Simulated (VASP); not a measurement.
Runs of VASP 6.6.1 on SiC. The structure is that of space group Pm-3m (No. 221), or close to it. The cells are those of the table. 

```csv
task,spin,cell,k mesh,cutoff (eV),gap on the mesh (eV),pressure (GPa),moment (μB),relaxed volume (Å³/atom)
single point,"collinear, ferromagnetic start","a = 2.786 Å, 2 atoms",6 × 6 × 6,520,none,-19.5,0.00,-
relaxation of cell and atoms,off,"relaxed from a = 2.638 Å, 2 atoms",20 × 20 × 20,600,none,0.0,-,9.22
single point,off,"a = 2.786 Å, 2 atoms",6 × 6 × 6,520,none,-19.5,-,-
single point,"collinear, ferromagnetic start","a = 2.638 Å, 2 atoms",6 × 6 × 6,520,none,0.0,0.00,-
relaxation of cell and atoms,off,"relaxed from a = 2.786 Å, 2 atoms",6 × 6 × 6,600,none,0.2,-,(a)
```

Alike in all rows: level PBE; potentials or basis VASP PAW PBE potentials, release 64 (Si, C); smearing gaussian 0.1 eV.

**Question.** Fill in the values left out.

**Answer.** (a) 9.16.

Caveats: some runs use coarse meshes; the volume moved by over 15 % at a fixed basis, so the end points are rough (some runs).

A gap of «none» marks levels without a gap at the run's occupations.
